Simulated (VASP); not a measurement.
# Al in VASP: a series of runs, part 2 of 2

VASP 6.6.1. The steps go on from the part before.

### 3 Single point, PBE+D3(BJ)

Input file INCAR:

```
SYSTEM = Al
PREC = Accurate
ENCUT = 520
EDIFF = 1E-6
ISMEAR = 0
SIGMA = 0.15
LREAL = .FALSE.
LASPH = .TRUE.
NELM = 60
ALGO = Fast
ISIF = 2
LWAVE = .FALSE.
LCHARG = .FALSE.
GGA = PE
IVDW = 12
NBANDS = 22
ISYM = 0
```

Input file KPOINTS:

```
Automatic mesh
0
G
  16 16 2
  0 0 0
```

Input file POSCAR:

```
Al
1.0
   -2.8144222649      0.0000000000      0.0000000000
   -1.4072111325     -2.4373611784      0.0000000000
   -1.0554083494     -1.0155671577     18.4820941423
Al
8
Direct
    0.9895833333      0.9739583333      0.0625000000
    0.9062500000      0.7656250000      0.5625000000
    0.2187500000      0.0468750000      0.6875000000
    0.3020833333      0.2552083333      0.1875000000
   -0.1354166667     -0.3385416667      0.8125000000
   -0.0520833333     -0.1302083333      0.3125000000
    0.5104166667      0.2760416667      0.9375000000
    0.5937500000      0.4843750000      0.4375000000
```

Potentials or basis: VASP PAW PBE potentials, release 64 (Al).

Launch:

```bash
> cat potpaw_PBE.64/Al/POTCAR > POTCAR
> mpirun -np 1 vasp_std > vasp.out
```

Run time: 9.2 min. Hardware: 1 thread of Intel Xeon Platinum 8375C at 2.90GHz (Ice Lake), shared host; peak memory 0.62 GiB.

Results (log left out):

```yaml
Free_energy: -32.5690 eV
Pressure: 0.4 GPa
Largest_force: 0.405 eV/Å
Band_gap_on_the_k_mesh: zero (band 12 reaches 12.30 eV, above the bottom of band 13 at 6.78 eV)
Dispersion_energy_per_atom: -0.351 eV
```

Forces in eV/Å, atoms in the order of the input:
```
Al  -0.278  0.162  0.191
Al   0.001 -0.001 -0.006
Al  -0.009  0.004 -0.015
Al   0.024 -0.013  0.045
Al   0.016 -0.010  0.067
Al  -0.008  0.005  0.002
Al   0.252 -0.146 -0.282
Al   0.001 -0.001 -0.003
```

Stress tensor (GPa, compression positive):
```
-0.16  0.07 -0.74
 0.07 -0.03  0.56
-0.74  0.56  1.32
```

Levels at points of the mesh, in eV from the Fermi level:
| k point | band 10 | band 11 | band 12 | band 13 | band 14 | band 15 |
| --- | --- | --- | --- | --- | --- | --- |
| (0.00, 0.00, 0.00) | -0.95 | -0.94 | 3.42 | 3.44 | 8.33 | 8.38 |
| (0.50, 0.00, 0.00) | -3.14 | -2.05 | -1.63 | -1.46 | -1.00 | 0.74 |
| (0.00, 0.50, 0.00) | -2.95 | -2.24 | -1.89 | -1.25 | -0.73 | 0.47 |
| (0.50, 0.50, 0.00) | -2.94 | -2.47 | -1.94 | -1.05 | -0.59 | 0.18 |
| (0.00, 0.00, 0.50) | -2.87 | 1.15 | 1.17 | 5.83 | 5.86 | 10.70 |
| (0.50, 0.00, 0.50) | -2.80 | -2.60 | -2.36 | -0.54 | -0.39 | -0.05 |
| (0.00, 0.50, 0.50) | -2.94 | -2.47 | -1.94 | -1.05 | -0.59 | 0.18 |
| (0.50, 0.50, 0.50) | -2.95 | -2.24 | -1.89 | -1.25 | -0.73 | 0.47 |

Caveat: pairwise dispersion overbinds metals, which lowers pressure and volume.

### 4 Single point, PBE+D3(BJ)

Input file INCAR:

```
PREC = Accurate
ENCUT = 520
EDIFF = 1E-6
ISMEAR = 0
SIGMA = 0.15
LREAL = False
LASPH = True
NELM = 100
ALGO = Fast
ISIF = 2
LWAVE = False
LCHARG = False
GGA = PE
IVDW = 12
NBANDS = 22
```

Input file KPOINTS:

```
regular mesh
0
Gamma
  16 16 2
```

Input file POSCAR:

```
Al
1.0
   -2.8144222649      0.0000000000      0.0000000000
   -1.4072111325     -2.4373611784      0.0000000000
   -2.2280842931     -1.8280208838     18.4820941423
Al
8
Direct
    0.9739583333      0.9531250000      0.0625000000
    0.7656250000      0.5781250000      0.5625000000
    0.0468750000     -0.1822916667      0.6875000000
    0.2552083333      0.1927083333      0.1875000000
   -0.3385416667     -0.6093750000      0.8125000000
   -0.1302083333     -0.2343750000      0.3125000000
    0.2760416667     -0.0364583333      0.9375000000
    0.4843750000      0.3385416667      0.4375000000
```

Launch:

```bash
> cat potpaw_PBE.64/Al/POTCAR > POTCAR
> mpirun -np 1 vasp_std > vasp.out
```

Wall time 19 min (1 thread of Oxide Virtual Turin-like, shared host); peak memory 0.58 GiB.

The run converged. Its results:

- Free energy: -32.2795 eV
- Pressure: 1.6 GPa
- Largest force: 1.566 eV/Å
- Band gap on the k mesh: zero (band 12 reaches 12.20 eV, above the bottom of band 13 at 6.70 eV)
- Dispersion energy per atom: -0.351 eV

Forces in eV/Å, atoms in the order of the input:
```
Al   0.539 -0.178  1.399
Al   0.005 -0.002 -0.022
Al   0.010 -0.002  0.000
Al  -0.002 -0.011 -0.001
Al   0.016 -0.016  0.061
Al   0.009 -0.003  0.000
Al  -0.571  0.210 -1.443
Al  -0.006  0.001  0.006
```

Stress tensor (GPa, compression positive):
```
 0.07 -0.19  1.37
-0.19 -0.18 -0.61
 1.37 -0.61  4.77
```

Levels at points of the mesh, in eV from the Fermi level:
| k point | band 9 | band 10 | band 11 | band 12 | band 13 | band 14 | band 15 | band 16 |
| --- | --- | --- | --- | --- | --- | --- | --- | --- |
| (0.00, 0.00, 0.00) | -4.47 | -0.96 | -0.92 | 3.37 | 3.46 | 8.16 | 8.40 | 11.12 |
| (0.50, 0.00, 0.00) | -3.64 | -2.94 | -2.22 | -1.87 | -1.24 | -0.72 | 0.47 | 0.71 |
| (0.00, 0.50, 0.00) | -3.14 | -2.78 | -2.48 | -2.36 | -0.69 | -0.41 | 0.05 | 0.24 |
| (0.50, 0.50, 0.00) | -2.99 | -2.74 | -2.54 | -2.46 | -0.54 | -0.34 | -0.04 | 0.11 |
| (0.00, 0.00, 0.50) | -2.88 | -2.85 | 1.13 | 1.19 | 5.74 | 5.88 | 10.43 | 10.90 |
| (0.50, 0.00, 0.50) | -3.24 | -2.93 | -2.47 | -1.92 | -1.04 | -0.57 | 0.16 | 0.64 |
| (0.00, 0.50, 0.50) | -3.63 | -3.12 | -2.19 | -1.60 | -1.47 | -0.88 | 0.57 | 1.13 |
| (0.50, 0.50, 0.50) | -3.51 | -3.17 | -2.09 | -1.71 | -1.38 | -0.97 | 0.67 | 1.22 |

Caveat: pairwise dispersion overbinds metals, which lowers pressure and volume; forces of over 1 eV/Å act on the atoms, so gaps and moduli don't describe the material at rest.

### 5 Single point, PBE+D3(BJ)

Input file INCAR:

```
ALGO = Fast ; EDIFF = 1E-6
ENCUT = 520 ; GGA = PE
ISIF = 2 ; ISMEAR = 0
ISYM = 0 ; IVDW = 12
LASPH = T ; LCHARG = T
LELF = T ; LREAL = F
LVHAR = T ; LWAVE = F
NBANDS = 22 ; NELM = 100
PREC = Accurate ; SIGMA = 0.15
```

Input file KPOINTS:

```
k-points
0
Gamma
  16 16 2
```

Input file POSCAR:

```
Al
1.0
   -2.8144222649      0.0000000000      0.0000000000
   -1.4072111325     -2.4373611784      0.0000000000
   -2.1108166987     -2.0311343153     18.4820941423
Al
8
Direct
    0.9791666667      0.9479166667      0.0625000000
    0.8125000000      0.5312500000      0.5625000000
    0.1041666667     -0.2395833333      0.6875000000
    0.2708333333      0.1770833333      0.1875000000
   -0.2708333333     -0.6770833333      0.8125000000
   -0.1041666667     -0.2604166667      0.3125000000
    0.3541666667     -0.1145833333      0.9375000000
    0.5208333333      0.3020833333      0.4375000000
```

Launch:

```bash
> cat potpaw_PBE.64/Al/POTCAR > POTCAR
> mpirun -np 1 vasp_std > vasp.out
```

Wall time 19 min (1 thread of Oxide Virtual Turin-like, shared host); peak memory 0.59 GiB.

Results (log left out):

```yaml
Free_energy: -32.3905 eV
Pressure: 1.1 GPa
Largest_force: 1.153 eV/Å
Band_gap_on_the_k_mesh: zero (band 12 reaches 12.20 eV, above the bottom of band 13 at 6.81 eV)
Dispersion_energy_per_atom: -0.351 eV
```

Forces on the atoms (eV/Å):
```
Al   0.472 -0.271  0.951
Al   0.005 -0.003 -0.016
Al   0.006 -0.004  0.001
Al   0.007 -0.006  0.001
Al   0.027 -0.016  0.043
Al   0.007 -0.005  0.002
Al  -0.519  0.301 -0.985
Al  -0.005  0.003  0.002
```

Stress tensor (GPa, compression positive):
```
 0.03 -0.13  1.24
-0.13 -0.23 -0.92
 1.24 -0.92  3.45
```

Levels at points of the mesh, in eV from the Fermi level:
```tsv
k point	band 10	band 11	band 12	band 13	band 14	band 15
(0.00, 0.00, 0.00)	-0.97	-0.93	3.38	3.45	8.21	8.39
(0.50, 0.00, 0.00)	-3.00	-2.17	-1.75	-1.38	-0.82	0.57
(0.00, 0.50, 0.00)	-2.75	-2.56	-2.48	-0.55	-0.35	-0.05
(0.50, 0.50, 0.00)	-2.75	-2.56	-2.48	-0.55	-0.35	-0.05
(0.00, 0.00, 0.50)	-2.87	1.13	1.17	5.76	5.87	10.49
(0.50, 0.00, 0.50)	-2.89	-2.53	-2.07	-0.89	-0.51	0.07
(0.00, 0.50, 0.50)	-3.18	-2.10	-1.71	-1.40	-0.99	0.67
(0.50, 0.50, 0.50)	-3.18	-2.10	-1.71	-1.40	-0.99	0.67
```

Caveat: pairwise dispersion overbinds metals, which lowers pressure and volume; forces of over 1 eV/Å act on the atoms, so gaps and moduli don't describe the material at rest.

### 6 The runs side by side

```csv
cell,gap on the mesh (eV),pressure (GPa),largest force (eV/Å)
"a = 2.814, b = 2.814, c = 18.735 Å, angles 81.4, 82.4, 60.0°, 8 atoms",none,2.0,1.98
"a = 2.814, b = 2.814, c = 18.540 Å, angles 85.6, 86.7, 60.0°, 8 atoms",none,0.4,0.41
"a = 2.814, b = 2.814, c = 18.705 Å, angles 81.7, 83.2, 60.0°, 8 atoms",none,1.6,1.57
"a = 2.814, b = 2.814, c = 18.713 Å, angles 81.3, 83.5, 60.0°, 8 atoms",none,1.1,1.15
```

Alike in all rows: task single point; level PBE+D3(BJ); potentials or basis VASP PAW PBE potentials, release 64 (Al); no spin polarisation; k mesh 16 × 16 × 2; cutoff (eV) 520; smearing gaussian 0.15 eV.

Caveats: pairwise dispersion overbinds metals, which lowers pressure and volume; forces of over 1 eV/Å act on the atoms, so gaps and moduli don't describe the material at rest (some runs).

Absolute energies hang on the potentials; compare differences alone.
